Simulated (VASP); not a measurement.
# ZnMo3 (Pm-3m) in VASP: a series of runs

Runs on ZnMo3. Level: PBE. Tasks: single point.

Program: VASP 6.6.1. These are calculated values, not measurements. Logs are shortened: lines on timing, memory, paths and dates and some standing lists are left out, and cuts for length are marked.

## Step 1: The cell of the first run

Symmetry: Pm-3m, No. 221, cubic system. The conventional cell has a = 4.008 Å, b = 4.008 Å, c = 4.008 Å, α = 90.00°, β = 90.00°, γ = 90.00°. Within 3.7 Å of Zn (site symmetry m-3m) lie 12 Mo at 2.83 Å. Within 3.7 Å of Mo (site symmetry 4/mmm) lie 4 Zn at 2.83 Å and 8 Mo at 2.83 Å.

## Step 2: Single point, PBE

File INCAR:

```
PREC = Accurate ; ENCUT = 520
EDIFF = 1E-6 ; ISMEAR = 1
SIGMA = 0.1 ; LREAL = F
LASPH = T ; NELM = 100
ALGO = Normal ; ISIF = 2
LWAVE = F ; LCHARG = F
GGA = PE ; NBANDS = 35
```

File KPOINTS:

```
regular mesh
0
Gamma
  6 6 6
```

File POSCAR:

```
ZnMo3
1.0
    4.0078541142      0.0000000000      0.0000000000
    0.0000000000      4.0078541142      0.0000000000
    0.0000000000      0.0000000000      4.0078541142
Zn Mo
1 3
Direct
    0.0000000000      0.0000000000      0.0000000000
    0.0000000000      0.5000000000      0.5000000000
    0.5000000000      0.0000000000      0.5000000000
    0.5000000000      0.5000000000      0.0000000000
```

Potentials or basis: VASP PAW PBE potentials, release 64 (Zn, Mo_sv).

Launch:

```bash
> cat potpaw_PBE.64/Zn/POTCAR potpaw_PBE.64/Mo_sv/POTCAR > POTCAR
> mpirun -np 1 vasp_std > vasp.out
```

OUTCAR:

```text
PREC = Accurate
   ENCUT = 520
   EDIFF = 1E-6
   ISMEAR = 1
   LREAL = F
   LASPH = T
   NELM = 100
   ISIF = 2
   GGA = PE

 ion  position               nearest neighbor table
   1  0.000  0.000  0.000-   2 2.83   3 2.83   4 2.83   2 2.83   3 2.83   2 2.83   4 2.83   2 2.83
                             3 2.83   4 2.83   3 2.83   4 2.83
   2  0.000  0.500  0.500-   1 2.83   3 2.83   4 2.83   1 2.83   4 2.83   1 2.83   3 2.83   1 2.83
                             3 2.83   4 2.83   4 2.83   3 2.83
   3  0.500  0.000  0.500-   1 2.83   2 2.83   4 2.83   1 2.83   4 2.83   2 2.83   4 2.83   4 2.83
                             1 2.83   2 2.83   1 2.83   2 2.83
   4  0.500  0.500  0.000-   1 2.83   2 2.83   3 2.83   2 2.83   3 2.83   1 2.83   3 2.83   3 2.83
                             1 2.83   2 2.83   2 2.83   1 2.83

  LATTYP: Found a simple cubic cell.
 ALAT       =     4.0078541142

  Lattice vectors:

 A1 = (   4.0078541142,   0.0000000000,   0.0000000000)
 A2 = (   0.0000000000,   4.0078541142,   0.0000000000)
 A3 = (   0.0000000000,   0.0000000000,   4.0078541142)

Analysis of symmetry for initial positions (statically):
=====================================================================
 Subroutine PRICEL returns:
 Original cell was already a primitive cell.

 Routine SETGRP: Setting up the symmetry group for a
 simple cubic supercell.

 Subroutine GETGRP returns: Found 48 space group operations
 (whereof 48 operations were pure point group operations)
 out of a pool of 48 trial point group operations.

The static configuration has the point symmetry O_h .

Analysis of symmetry for dynamics (positions and initial velocities):
=====================================================================
 Subroutine PRICEL returns:
 Original cell was already a primitive cell.

 Routine SETGRP: Setting up the symmetry group for a
 simple cubic supercell.

 Subroutine GETGRP returns: Found 48 space group operations
 (whereof 48 operations were pure point group operations)
 out of a pool of 48 trial point group operations.

The dynamic configuration has the point symmetry O_h .

 Subroutine INISYM returns: Found 48 space group operations
 (whereof 48 operations are pure point group operations),
 and found     1 'primitive' translations

----------------------------------------------------------------------------------------

                                     Primitive cell

  volume of cell :      64.3777

  direct lattice vectors                    reciprocal lattice vectors
     4.007854114  0.000000000  0.000000000     0.249510080  0.000000000  0.000000000
     0.000000000  4.007854114  0.000000000     0.000000000  0.249510080  0.000000000
     0.000000000  0.000000000  4.007854114     0.000000000  0.000000000  0.249510080

  length of vectors
     4.007854114  4.007854114  4.007854114     0.249510080  0.249510080  0.249510080

  position of ions in fractional coordinates (direct lattice)
     0.000000000  0.000000000  0.000000000
     0.000000000  0.500000000  0.500000000
     0.500000000  0.000000000  0.500000000
     0.500000000  0.500000000  0.000000000

  ion indices of the primitive-cell ions
   primitive index   ion index
                 1           1
                 2           2
                 3           3
                 4           4

----------------------------------------------------------------------------------------

 KPOINTS: regular mesh

Automatic generation of k-mesh.
 Grid dimensions read from file:
 generate k-points for:    6    6    6

 Generating k-lattice:

  Cartesian coordinates                     Fractional coordinates (reciprocal lattice)
     0.041585013  0.000000000  0.000000000     0.166666667  0.000000000  0.000000000
     0.000000000  0.041585013  0.000000000     0.000000000  0.166666667  0.000000000
     0.000000000  0.000000000  0.041585013     0.000000000  0.000000000  0.166666667

  Length of vectors
     0.041585013  0.041585013  0.041585013

  Shift w.r.t. Gamma in fractional coordinates (k-lattice)
     0.000000000  0.000000000  0.000000000

 Subroutine IBZKPT returns following result:
 ===========================================

 Found     20 irreducible k-points:

 Following reciprocal coordinates:
            Coordinates               Weight
  0.000000  0.000000  0.000000      1.000000
  0.166667  0.000000  0.000000      6.000000
  0.333333  0.000000  0.000000      6.000000
  0.500000  0.000000  0.000000      3.000000
  0.166667  0.166667  0.000000     12.000000
  0.333333  0.166667  0.000000     24.000000
[... 12 lines left out ...]
  0.500000  0.500000  0.333333      6.000000
  0.500000  0.500000  0.500000      1.000000
   k-points           NKPTS =     20   k-points in BZ     NKDIM =     20   number of bands    NBANDS=     35
   number of dos      NEDOS =    301   number of ions     NIONS =      4
   total plane-waves  NPLWV =  27000
   dimension x,y,z NGX =    30 NGY =   30 NGZ =   30
   dimension x,y,z NGXF=    60 NGYF=   60 NGZF=   60
   ions per type =               1   3
   NGX,Y,Z   is equivalent  to a cutoff of  12.44, 12.44, 12.44 a.u.
   NGXF,Y,Z  is equivalent  to a cutoff of  24.89, 24.89, 24.89 a.u.
 SYSTEM =  unknown system
   PREC   = accura    normal or accurate (medium, high low for compatibility)
   ISTART =      0    job   : 0-new  1-cont  2-samecut
   ICHARG =      2    charge: 1-file 2-atom 10-const
   ISPIN  =      1    spin polarized calculation?
   LNONCOLLINEAR =      F non collinear calculations
   LSORBIT =      F    spin-orbit coupling
   LASPH  =      T    aspherical Exc in radial PAW
   ENCUT  =  520.0 eV  38.22 Ry    6.18 a.u.   7.45  7.45  7.45*2*pi/ulx,y,z
   NELM   =    100;   NELMIN=  2; NELMDL= -5     # of ELM steps
   EDIFF  = 0.1E-05   stopping-criterion for ELM
   LREAL  =      F    real-space projection
   EDIFFG = 0.1E-04   stopping-criterion for IOM
   NSW    =      0    number of steps for IOM
   IBRION =     -1    ionic relax: 0-MD 1-quasi-New 2-CG
   NFREE  =      0    steps in history (QN), initial steepest desc. (CG)
   ISIF   =      2    stress and relaxation
   ISYM   =      2    0-nonsym 1-usesym 2-fastsym
   POTIM  = 0.5000    time-step for ionic-motion
   TEBEG  =    0.0;   TEEND  =   0.0 temperature during run
   PSTRESS=    0.0 pullay stress
   NELECT =      54.0000    total number of electrons
   NUPDOWN=      -1.0000    fix difference up-down
   EMIN   =  10.00;   EMAX   =-10.00  energy-range for DOS
   EFERMI =   0.00;   METHOD = LEGACY
   ISMEAR =     1;   SIGMA  =   0.10  broadening in eV -4-tet -1-fermi 0-gaus
   EFERMI_NEDOS =   21; number of points for ismear=-14 and -15
   IALGO  =     38    algorithm
   IMIX   =      4    mixing-type and parameters
     AMIX     =   0.40;   BMIX     =  1.00
     AMIX_MAG =   1.60;   BMIX_MAG =  1.00
  volume/ion in A,a.u.               =      16.09       108.61
  Fermi-wavevector in a.u.,A,eV,Ry     =   1.543930  2.917604 32.432464  2.383719
  Thomas-Fermi vector in A             =   2.649523
   LORBIT       =      0    0 simple, 1 ext, 2 COOP (PROOUT), +10 PAW based schemes
   GGA     = PE    functional components
   LHFCALC =     F    Hartree Fock is set to
   AEXX    =    0.0000 exact exchange contribution
   IVDW    =     0    specifies the selected vdW correction
   LEPSILON=     F    determine dielectric tensor
   LRPA    =     F    only Hartree local field effects (RPA)
 non-spin polarized calculation
 Methfessel and Paxton  Order N= 1 SIGMA  =   0.10
  energy-cutoff  :      520.00
  volume of cell :       64.38
 maximum number of plane-waves:      1755
 NGX is ok and might be reduce to    30
   NGX = 15   NGY = 15   NGZ = 15

 number of electron      54.0000048 magnetization

 Free energy of the ion-electron system (eV)
  ---------------------------------------------------
  ext. energy  EPLUGINS =         0.00000000
  ---------------------------------------------------
  free energy    TOTEN  =       -33.10014274 eV

  energy without entropy =      -33.10007511  energy(sigma->0) =      -33.10012020

 E-fermi :   9.5853     XC(G=0): -12.7642

 val. band max:        9.5679967645   @ k =   0.3333   0.0000   0.0000
 cond. band min:       9.5977824338   @ k =   0.5000   0.3333   0.0000
 fundamental gap:      0.0297856693
 Fermi energy:         9.5852687673

 k-point     1 :       0.0000    0.0000    0.0000
  band No.  band energies     occupation
      1     -51.5062      2.00000
      2     -51.2896      2.00000
      3     -51.2896      2.00000
      4     -25.8883      2.00000
      5     -25.8883      2.00000
      6     -25.8883      2.00000
[... 27 lines left out ...]
     34      13.7875      0.00000
     35      13.7875      0.00000

 k-point     2 :       0.1667    0.0000    0.0000
  band No.  band energies     occupation
      1     -51.4935      2.00000
      2     -51.3024      2.00000
      3     -51.2894      2.00000
      4     -25.8570      2.00000
      5     -25.8570      2.00000
      6     -25.8395      2.00000
[... 27 lines left out ...]
     34      13.7890      0.00000
     35      14.0881      0.00000

 k-point     3 :       0.3333    0.0000    0.0000
  band No.  band energies     occupation
      1     -51.4606      2.00000
      2     -51.3355      2.00000
      3     -51.2891      2.00000
      4     -25.7808      2.00000
      5     -25.7808      2.00000
      6     -25.7041      2.00000
[... 27 lines left out ...]
     34      13.7916      0.00000
     35      15.6585      0.00000

 k-point     4 :       0.5000    0.0000    0.0000
  band No.  band energies     occupation
      1     -51.4342      2.00000
      2     -51.3620      2.00000
      3     -51.2890      2.00000
      4     -25.7296      2.00000
      5     -25.7296      2.00000
      6     -25.5591      2.00000
[... 27 lines left out ...]
     34      13.7930      0.00000
     35      15.8096      0.00000

 k-point     5 :       0.1667    0.1667    0.0000
  band No.  band energies     occupation
      1     -51.4815      2.00000
      2     -51.3076      2.00000
      3     -51.2962      2.00000
      4     -25.8755      2.00000
      5     -25.8249      2.00000
      6     -25.7541      2.00000
[... 486 lines left out ...]
 k-point    18 :       0.5000    0.3333    0.3333
  band No.  band energies     occupation
      1     -51.3789      2.00000
      2     -51.3608      2.00000
      3     -51.3426      2.00000
      4     -26.0321      2.00000
      5     -25.8033      2.00000
      6     -25.7836      2.00000
[... 27 lines left out ...]
     34      13.0191      0.00000
     35      13.6519      0.00000

 k-point    19 :       0.5000    0.5000    0.3333
  band No.  band energies     occupation
      1     -51.3606      2.00000
      2     -51.3606      2.00000
      3     -51.3606      2.00000
      4     -26.0803      2.00000
      5     -25.8429      2.00000
      6     -25.7923      2.00000
[... 27 lines left out ...]
     34      12.7664      0.00000
     35      13.5025      0.00000

 k-point    20 :       0.5000    0.5000    0.5000
  band No.  band energies     occupation
      1     -51.3604      2.00000
      2     -51.3604      2.00000
      3     -51.3604      2.00000
      4     -26.1429      2.00000
      5     -25.8419      2.00000
      6     -25.8419      2.00000
[... 27 lines left out ...]
     34      13.1983      0.00000
     35      13.1983      0.00000

------------------------ aborting loop because EDIFF is reached ----------------------------------------

  FORCE on cell =-STRESS in cart. coord.  units (eV):
  Direction    XX          YY          ZZ          XY          YZ          ZX
  --------------------------------------------------------------------------------------
  -------------------------------------------------------------------------------------
  Total       -4.1361232     -4.1361232     -4.1361232      0.0000000      0.0000000      0.0000000
  in kB     -102.9362475   -102.9362475   -102.9362475      0.0000000      0.0000000      0.0000000
  external PRESSURE =    -102.9362475 kB  Pullay stress =       0.0000000 kB

 VOLUME and BASIS-vectors are now :
 -----------------------------------------------------------------------------
  energy-cutoff  :      520.00
  volume of cell :       64.38
      direct lattice vectors                 reciprocal lattice vectors
     4.007854114  0.000000000  0.000000000     0.249510080  0.000000000  0.000000000
     0.000000000  4.007854114  0.000000000     0.000000000  0.249510080  0.000000000
     0.000000000  0.000000000  4.007854114     0.000000000  0.000000000  0.249510080

 POSITION                                       TOTAL-FORCE (eV/Angst)
 -----------------------------------------------------------------------------------
      0.00000      0.00000      0.00000         0.000000      0.000000      0.000000
      0.00000      2.00393      2.00393         0.000000      0.000000      0.000000
      2.00393      0.00000      2.00393         0.000000      0.000000      0.000000
      2.00393      2.00393      0.00000         0.000000      0.000000      0.000000
 -----------------------------------------------------------------------------------
    total drift:                                0.000000      0.000000     -0.000000

  FREE ENERGIE OF THE ION-ELECTRON SYSTEM (eV)
  ---------------------------------------------------
  free  energy   TOTEN  =       -33.1001427438 eV

  energy  without entropy=      -33.1000751126  energy(sigma->0) =      -33.10012020
```

It took 33 s on 1 thread of Intel Xeon Platinum 8375C at 2.90GHz (Ice Lake), shared host; peak memory 0.18 GiB.

What came out:

| Item | Value |
| --- | --- |
| Free energy | -33.1001 eV |
| Pressure | -10.3 GPa |
| Band gap on the k mesh | zero (band 27 reaches 10.41 eV, above the bottom of band 28 at 9.01 eV) |

(Continued in part 2 of 2.)
